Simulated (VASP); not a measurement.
# Sb (Pm-3m) in VASP: a series of runs

The runs below take Sb through relaxation of cell and atoms, single point, with r2SCAN.

All numbers are computed with VASP 6.6.1; they aren't measurements. Logs are shortened: lines on timing, memory, paths and dates and some standing lists are left out, and cuts for length are marked.

## (1) The cell of the first run

Symmetry: Pm-3m, No. 221, cubic system. The conventional cell has a = 2.665 Å, b = 2.665 Å, c = 2.665 Å, α = 90.00°, β = 90.00°, γ = 90.00°. Within 3.5 Å of Sb (site symmetry m-3m) lie 6 Sb at 2.67 Å.

This isn't the form of Sb at room conditions, which is rhombohedral.

## (2) Relaxation of cell and atoms, r2SCAN, target pressure 90 GPa, at which the enthalpy is minimised

POSCAR reads:

```
Sb
1.0
    2.6652730582      0.0000000000      0.0000000000
    0.0000000000      2.6652730582      0.0000000000
    0.0000000000      0.0000000000      2.6652730582
Sb
1
Direct
    0.0000000000      0.0000000000      0.0000000000
```

INCAR.step1 reads:

```
PREC = Accurate
ENCUT = 600
ISMEAR = 0
SIGMA = 0.1
LREAL = F
LASPH = T
NELM = 60
GGA = PE
ALGO = Normal
EDIFF = 1E-4
LWAVE = T
LCHARG = F
```

INCAR.step2 reads:

```
PREC = Accurate
ENCUT = 600
EDIFF = 1E-7
ISMEAR = 0
SIGMA = 0.1
LREAL = F
LASPH = T
NELM = 60
ALGO = Normal
ISIF = 3
LWAVE = F
LCHARG = F
METAGGA = R2SCAN
LMIXTAU = T
IBRION = 2
NSW = 70
EDIFFG = -0.008
PSTRESS = 900.0
ISTART = 1
```

KPOINTS reads:

```
regular mesh
0
Gamma
  16 16 16
```

Potentials or basis: VASP PAW PBE potentials, release 64 (Sb).

Run with:

```sh
> cat potpaw_PBE.64/Sb/POTCAR > POTCAR
> cp INCAR.step1 INCAR
> mpirun -np 1 vasp_std > vasp.out
> cp INCAR.step2 INCAR
> mpirun -np 1 vasp_std > vasp.out
```

OUTCAR:

```text
PREC = Accurate
   ENCUT = 600
   EDIFF = 1E-7
   ISMEAR = 0
   LREAL = F
   LASPH = T
   NELM = 60
   ISIF = 3
   METAGGA = R2SCAN
   IBRION = 2
   NSW = 70
   EDIFFG = -0.008
   PSTRESS = 900.0
   ISTART = 1

 ion  position               nearest neighbor table
   1  0.000  0.000  0.000-

  LATTYP: Found a simple cubic cell.
 ALAT       =     2.6652730582

  Lattice vectors:

 A1 = (   2.6652730582,   0.0000000000,   0.0000000000)
 A2 = (   0.0000000000,   2.6652730582,   0.0000000000)
 A3 = (   0.0000000000,   0.0000000000,   2.6652730582)

Analysis of symmetry for initial positions (statically):
=====================================================================
 Subroutine PRICEL returns:
 Original cell was already a primitive cell.

 Routine SETGRP: Setting up the symmetry group for a
 simple cubic supercell.

 Subroutine GETGRP returns: Found 48 space group operations
 (whereof 48 operations were pure point group operations)
 out of a pool of 48 trial point group operations.

The static configuration has the point symmetry O_h .

Analysis of symmetry for dynamics (positions and initial velocities):
=====================================================================
 Subroutine PRICEL returns:
 Original cell was already a primitive cell.

 Routine SETGRP: Setting up the symmetry group for a
 simple cubic supercell.

 Subroutine GETGRP returns: Found 48 space group operations
 (whereof 48 operations were pure point group operations)
 out of a pool of 48 trial point group operations.

The dynamic configuration has the point symmetry O_h .

 Subroutine INISYM returns: Found 48 space group operations
 (whereof 48 operations are pure point group operations),
 and found     1 'primitive' translations

----------------------------------------------------------------------------------------

                                     Primitive cell

  volume of cell :      18.9332

  direct lattice vectors                    reciprocal lattice vectors
     2.665273058  0.000000000  0.000000000     0.375196079  0.000000000  0.000000000
     0.000000000  2.665273058  0.000000000     0.000000000  0.375196079  0.000000000
     0.000000000  0.000000000  2.665273058     0.000000000  0.000000000  0.375196079

  length of vectors
     2.665273058  2.665273058  2.665273058     0.375196079  0.375196079  0.375196079

  position of ions in fractional coordinates (direct lattice)
[... 87 lines left out ...]
   PSTRESS=  900.0 pullay stress
   NELECT =       5.0000    total number of electrons
   NUPDOWN=      -1.0000    fix difference up-down
   EMIN   =  10.00;   EMAX   =-10.00  energy-range for DOS
   EFERMI =   0.00;   METHOD = LEGACY
   ISMEAR =     0;   SIGMA  =   0.10  broadening in eV -4-tet -1-fermi 0-gaus
   EFERMI_NEDOS =   21; number of points for ismear=-14 and -15
   IALGO  =     38    algorithm
   IMIX   =      4    mixing-type and parameters
     AMIX     =   0.40;   BMIX     =  1.00
     AMIX_MAG =   1.60;   BMIX_MAG =  1.00
  volume/ion in A,a.u.               =      18.93       127.77
  Fermi-wavevector in a.u.,A,eV,Ry     =   1.050324  1.984824 15.009671  1.103180
  Thomas-Fermi vector in A             =   2.185322
   LORBIT       =      0    0 simple, 1 ext, 2 COOP (PROOUT), +10 PAW based schemes
   METAGGA = R2SCAN    functional components
   LHFCALC =     F    Hartree Fock is set to
   AEXX    =    0.0000 exact exchange contribution
   IVDW    =     0    specifies the selected vdW correction
   LEPSILON=     F    determine dielectric tensor
   LRPA    =     F    only Hartree local field effects (RPA)
 conjugate gradient relaxation of ions
 non-spin polarized calculation
 Gauss-broadening in eV      SIGMA  =   0.10
  energy-cutoff  :      600.00
  volume of cell :       18.93
 maximum number of plane-waves:       655
 NGX is ok and might be reduce to    24
   NGX = 11   NGY = 11   NGZ = 11

--------------------------------------- Ionic step        1  -------------------------------------------

 number of electron       5.0000000 magnetization

 Free energy of the ion-electron system (eV)
  ---------------------------------------------------
  ext. energy  EPLUGINS =         0.00000000
  ---------------------------------------------------
  free energy    TOTEN  =       -24.02474276 eV

  energy without entropy =      -24.02329764  energy(sigma->0) =      -24.02402020

------------------------ aborting loop because EDIFF is reached ----------------------------------------

  FORCE on cell =-STRESS in cart. coord.  units (eV):
  Direction    XX          YY          ZZ          XY          YZ          ZX
  --------------------------------------------------------------------------------------
  -------------------------------------------------------------------------------------
  Total        8.9066511      8.9066511      8.9066511     -0.0000000      0.0000000     -0.0000000
  in kB      753.7023966    753.7023966    753.7023966     -0.0000000      0.0000000     -0.0000000
  external PRESSURE =    -146.2976034 kB  Pullay stress =     900.0000000 kB
[... 135 lines left out ...]
--------------------------------------- Ionic step        5  -------------------------------------------

 number of electron       5.0000000 magnetization

 Free energy of the ion-electron system (eV)
  ---------------------------------------------------
  ext. energy  EPLUGINS =         0.00000000
  ---------------------------------------------------
  free energy    TOTEN  =       -23.65257027 eV

  energy without entropy =      -23.65097014  energy(sigma->0) =      -23.65177020

 E-fermi :  15.3533     XC(G=0): -12.4785

 val. band max:       15.3216525887   @ k =   0.5000   0.5000   0.0625
 cond. band min:      15.3534051992   @ k =   0.1875   0.1875   0.0625
 fundamental gap:      0.0317526105
 Fermi energy:        15.3532626963

 k-point     1 :       0.0000    0.0000    0.0000
  band No.  band energies     occupation
      1      -3.1372      2.00000
      2      19.7164      0.00000
      3      19.7164      0.00000
      4      19.7164      0.00000
      5      22.9463      0.00000
      6      22.9463      0.00000
[... 199 lines left out ...]
 k-point    24 :       0.5000    0.1250    0.0000
  band No.  band energies     occupation
      1       2.2665      2.00000
      2       5.1087      2.00000
      3      20.6213      0.00000
      4      23.5407      0.00000
      5      24.6236      0.00000
      6      27.4264      0.00000

 [... further k-points ...]

------------------------ aborting loop because EDIFF is reached ----------------------------------------

  FORCE on cell =-STRESS in cart. coord.  units (eV):
  Direction    XX          YY          ZZ          XY          YZ          ZX
  --------------------------------------------------------------------------------------
  -------------------------------------------------------------------------------------
  Total       10.2327997     10.2327997     10.2327997      0.0000000     -0.0000000      0.0000000
  in kB      900.3042921    900.3042921    900.3042921      0.0000000     -0.0000000      0.0000000
  external PRESSURE =       0.3042921 kB  Pullay stress =     900.0000000 kB
[... 20 lines left out ...]
  energy  without entropy=      -23.6509701403  energy(sigma->0) =      -23.65177020

  enthalpy is  TOTEN    =       -13.4232291668 eV   P V=       10.2293410991

 reached required accuracy - stopping structural energy minimisation
```

OUTCAR.step1:

```text
PREC = Accurate
   ENCUT = 600
   ISMEAR = 0
   LREAL = F
   LASPH = T
[... 432 lines left out ...]

 POSITION                                       TOTAL-FORCE (eV/Angst)
 -----------------------------------------------------------------------------------
      0.00000      0.00000      0.00000         0.000000      0.000000      0.000000
 -----------------------------------------------------------------------------------
    total drift:                               -0.000000      0.000000      0.000000

  FREE ENERGIE OF THE ION-ELECTRON SYSTEM (eV)
  ---------------------------------------------------
  free  energy   TOTEN  =        -2.4174329937 eV

  energy  without entropy=       -2.4158159638  energy(sigma->0) =       -2.41662448
```

OSZICAR.step1:

```text
N       E                     dE             d eps       ncg     rms          rms(c)
DAV:   1     0.134672776392E+02    0.13467E+02   -0.20345E+03  1992   0.658E+02
DAV:   2    -0.221173648545E+01   -0.15679E+02   -0.15175E+02  2790   0.899E+01
DAV:   3    -0.245601767869E+01   -0.24428E+00   -0.24384E+00  2580   0.124E+01
DAV:   4    -0.245697863192E+01   -0.96095E-03   -0.96068E-03  2706   0.890E-01
DAV:   5    -0.245698091424E+01   -0.22823E-05   -0.22827E-05  2604   0.314E-02    0.439E+00
DAV:   6    -0.242955586699E+01    0.27425E-01   -0.79997E-03  2250   0.668E-01    0.280E+00
DAV:   7    -0.241775304639E+01    0.11803E-01   -0.15705E-02  2352   0.978E-01    0.115E-01
DAV:   8    -0.241744531501E+01    0.30773E-03   -0.68245E-04  2214   0.206E-01    0.286E-02
DAV:   9    -0.241743299373E+01    0.12321E-04   -0.14067E-05  1650   0.335E-02
   1 F= -.24174330E+01 E0= -.24166245E+01  d E =-.161703E-02
```

Wall time 2.6 min (1 thread of Intel Xeon Platinum 8375C at 2.90GHz (Ice Lake), shared host); peak memory 0.17 GiB.

Results:

| Quantity | Value |
| --- | --- |
| Free energy | -23.6526 eV |
| Relaxed volume | 18.21 Å³/atom |
| Relaxed cell | a = 2.631 Å, b = 2.631 Å, c = 2.631 Å, α = 90.00°, β = 90.00°, γ = 90.00° |
| Space group after relaxing (to 0.1 Å) | Pm-3m (No. 221) |
| Energy change on relaxing (the run minimises the enthalpy) | +372.2 meV/atom |
| Ionic steps | 5 |
| Pressure after relaxing | 90.0 GPa |
| Band gap on the k mesh | zero (an odd number of electrons rules out a gap without spin polarisation) |

Step by step:
| step | energy change (eV) | largest force (eV/Å) | pressure (GPa) | volume (Å³) |
| --- | --- | --- | --- | --- |
| 1 | 0.0000 | 0.0000 | 75.37 | 18.93 |
| 2 | 3.6520 | 0.0000 | 219.06 | 14.58 |
| 3 | 0.3298 | 0.0000 | 88.37 | 18.29 |
| 4 | 0.3643 | 0.0000 | 89.72 | 18.22 |
| 5 | 0.3722 | 0.0000 | 90.03 | 18.21 |

Final structure:
```
CELL_PARAMETERS angstrom
2.63091 0.00000 0.00000
0.00000 2.63091 0.00000
0.00000 0.00000 2.63091
ATOMIC_POSITIONS crystal
Sb 0.00000 0.00000 0.00000
```

Caveat: the cell is relaxed towards a set pressure, so the run minimises the enthalpy, not the energy; the PAW data sets were made with another functional, which shifts forces and pressure a little; spin-orbit coupling is left out, which moves the levels of the heavy elements.

## (3) Relaxation of cell and atoms, r2SCAN, target pressure 4 GPa, at which the enthalpy is minimised

This run uses another cell than the first one, of 27.67 Å³/atom.

POSCAR reads:

```
Sb
1.0
    3.0246229482      0.0000000000      0.0000000000
    0.0000000000      3.0246229482      0.0000000000
    0.0000000000      0.0000000000      3.0246229482
Sb
1
Direct
    0.0000000000      0.0000000000      0.0000000000
```

INCAR.step1 reads:

```
SYSTEM = Sb
PREC     = Accurate       ! precision mode
ENCUT    = 600            ! plane-wave cutoff, eV
ISMEAR   = 0              ! smearing method
SIGMA    = 0.1            ! smearing width, eV
LREAL    = .False.        ! projectors in reciprocal space
LASPH    = .True.         ! aspherical terms in the spheres
NELM     = 100            ! most SCF steps
GGA      = PE             ! functional
ALGO     = Normal         ! electronic algorithm
EDIFF    = 1E-4           ! SCF threshold, eV
LWAVE    = .True.         ! write WAVECAR
LCHARG   = .False.        ! write CHGCAR
```

INCAR.step2 reads:

```
SYSTEM = Sb
PREC     = Accurate       ! precision mode
ENCUT    = 600            ! plane-wave cutoff, eV
EDIFF    = 1E-6           ! SCF threshold, eV
ISMEAR   = 0              ! smearing method
SIGMA    = 0.1            ! smearing width, eV
LREAL    = .False.        ! projectors in reciprocal space
LASPH    = .True.         ! aspherical terms in the spheres
NELM     = 100            ! most SCF steps
ALGO     = Normal         ! electronic algorithm
ISIF     = 3              ! what is computed and relaxed
LWAVE    = .False.        ! write WAVECAR
LCHARG   = .False.        ! write CHGCAR
METAGGA  = R2SCAN         ! meta-GGA
LMIXTAU  = .True.       
IBRION   = 2              ! ionic algorithm
NSW      = 70             ! ionic steps
EDIFFG   = -0.008         ! ionic threshold
PSTRESS  = 40.0         
ISTART   = 1
```

KPOINTS reads:

```
regular mesh
0
Gamma
  14 14 14
  0 0 0
```

Potentials or basis: VASP PAW PBE potentials, release 64 (Sb).

Run with:

```sh
> cat potpaw_PBE.64/Sb/POTCAR > POTCAR
> cp INCAR.step1 INCAR
> mpirun -np 1 vasp_std > vasp.out
> cp INCAR.step2 INCAR
> mpirun -np 1 vasp_std > vasp.out
```

Run time: 56 s. Hardware: 1 thread of Intel Xeon Platinum 8375C at 2.90GHz (Ice Lake), shared host; peak memory 0.16 GiB.

Results (log left out):

| Property | Result |
| --- | --- |
| Free energy | -25.6249 eV |
| Relaxed volume | 27.73 Å³/atom |
| Relaxed cell | a = 3.027 Å, b = 3.027 Å, c = 3.027 Å, α = 90.00°, β = 90.00°, γ = 90.00° |
| Space group after relaxing (to 0.1 Å) | Pm-3m (No. 221) |
| Energy change on relaxing (the run minimises the enthalpy) | -1.5 meV/atom |
| Ionic steps | 3 |
| Pressure after relaxing | 4.0 GPa |
| Band gap on the k mesh | zero (an odd number of electrons rules out a gap without spin polarisation) |

Step by step:
| step | energy change (eV) | largest force (eV/Å) | pressure (GPa) | volume (Å³) |
| --- | --- | --- | --- | --- |
| 1 | 0.0000 | 0.0000 | 4.17 | 27.67 |
| 2 | -0.0029 | 0.0000 | 3.85 | 27.79 |
| 3 | -0.0015 | 0.0000 | 4.01 | 27.73 |

Final structure:
```xyz
1
Lattice="3.0268 0.0000 0.0000 0.0000 3.0268 0.0000 0.0000 0.0000 3.0268" Properties=species:S:1:pos:R:3 pbc="T T T"
Sb    0.0000    0.0000    0.0000
```

Levels at points of the mesh, in eV from the Fermi level:
```tsv
k point	band 1	band 2	band 3	band 4	band 5	band 6
(0.00, 0.00, 0.00)	-13.58	3.64	3.64	3.64	7.32	7.32
(0.50, 0.00, 0.00)	-10.72	-6.40	6.04	6.04	9.55	11.55
(0.50, 0.50, 0.00)	-7.59	-4.13	-4.13	2.20	8.58	14.12
(0.50, 0.50, 0.50)	-3.96	-1.96	-1.96	-1.96	5.06	5.06
```

Caveat: the cell is relaxed towards a set pressure, so the run minimises the enthalpy, not the energy; the PAW data sets were made with another functional, which shifts forces and pressure a little; spin-orbit coupling is left out, which moves the levels of the heavy elements.

## (4) Single point, r2SCAN

This run uses another cell than the first one, of 29.43 Å³/atom.

POSCAR reads:

```
Sb
1.0
    3.0875323685      0.0000000000      0.0000000000
    0.0000000000      3.0875323685      0.0000000000
    0.0000000000      0.0000000000      3.0875323685
Sb
1
Direct
    0.0000000000      0.0000000000      0.0000000000
```

INCAR.step1 reads:

```
SYSTEM = Sb
PREC = Accurate ; ENCUT = 520
ISMEAR = 0 ; SIGMA = 0.1
LREAL = .FALSE. ; LASPH = .TRUE.
NELM = 80 ; NBANDS = 8
GGA = PE ; ALGO = Normal
EDIFF = 1E-4 ; LWAVE = .TRUE.
LCHARG = .FALSE.
```

INCAR.step2 reads:

```
SYSTEM = Sb
PREC = Accurate ; ENCUT = 520
EDIFF = 1E-7 ; ISMEAR = 0
SIGMA = 0.1 ; LREAL = .FALSE.
LASPH = .TRUE. ; NELM = 80
ALGO = Normal ; ISIF = 2
LWAVE = .FALSE. ; LCHARG = .TRUE.
METAGGA = R2SCAN ; LMIXTAU = .TRUE.
LELF = .TRUE. ; LVHAR = .TRUE.
NBANDS = 8 ; ISTART = 1
```

KPOINTS reads:

```
regular mesh
0
G
  16 16 16
  0 0 0
```

Run with:

```sh
> cat potpaw_PBE.64/Sb/POTCAR > POTCAR
> cp INCAR.step1 INCAR
> mpirun -np 1 vasp_std > vasp.out
> cp INCAR.step2 INCAR
> mpirun -np 1 vasp_std > vasp.out
```

Wall time 60 s (1 thread of Intel Xeon Platinum 8259CL at 2.50GHz (Skylake/Cascade Lake), shared host); peak memory 0.17 GiB.

The run converged. Its results:

- Free energy: -25.6420 eV
- Pressure: -0.2 GPa
- Band gap on the k mesh: zero (an odd number of electrons rules out a gap without spin polarisation)

Levels at points of the mesh, in eV from the Fermi level:
| k point | band 1 | band 2 | band 3 | band 4 | band 5 | band 6 | band 7 | band 8 |
| --- | --- | --- | --- | --- | --- | --- | --- | --- |
| (0.00, 0.00, 0.00) | -13.08 | 3.48 | 3.48 | 3.48 | 7.26 | 7.26 | 9.24 | 18.53 |
| (0.50, 0.00, 0.00) | -10.46 | -5.96 | 5.66 | 5.66 | 9.38 | 11.39 | 12.04 | 12.04 |
| (0.50, 0.50, 0.00) | -7.62 | -3.84 | -3.84 | 2.44 | 7.93 | 13.62 | 13.98 | 13.98 |
| (0.50, 0.50, 0.50) | -4.37 | -1.83 | -1.83 | -1.83 | 5.16 | 5.16 | 5.16 | 7.53 |

Caveat: the PAW data sets were made with another functional, which shifts forces and pressure a little; spin-orbit coupling is left out, which moves the levels of the heavy elements.

## (5) The runs side by side

```csv
task,cell,k mesh,cutoff (eV),gap on the mesh (eV),pressure (GPa)
relaxation of cell and atoms,"relaxed to 90 GPa from a = 2.665 Å, 1 atom",16 × 16 × 16,600,none,90.0
relaxation of cell and atoms,"relaxed to 4 GPa from a = 3.025 Å, 1 atom",14 × 14 × 14,600,none,4.0
single point,"a = 3.088 Å, 1 atom",16 × 16 × 16,520,none,-0.2
```

Alike in all rows: level r2SCAN; potentials or basis VASP PAW PBE potentials, release 64 (Sb); no spin polarisation; smearing gaussian 0.1 eV.

Caveats: the PAW data sets were made with another functional, which shifts forces and pressure a little; spin-orbit coupling is left out, which moves the levels of the heavy elements; the cell is relaxed towards a set pressure, so the run minimises the enthalpy, not the energy (at least some runs).

Absolute energies hang on the potentials; compare differences alone.
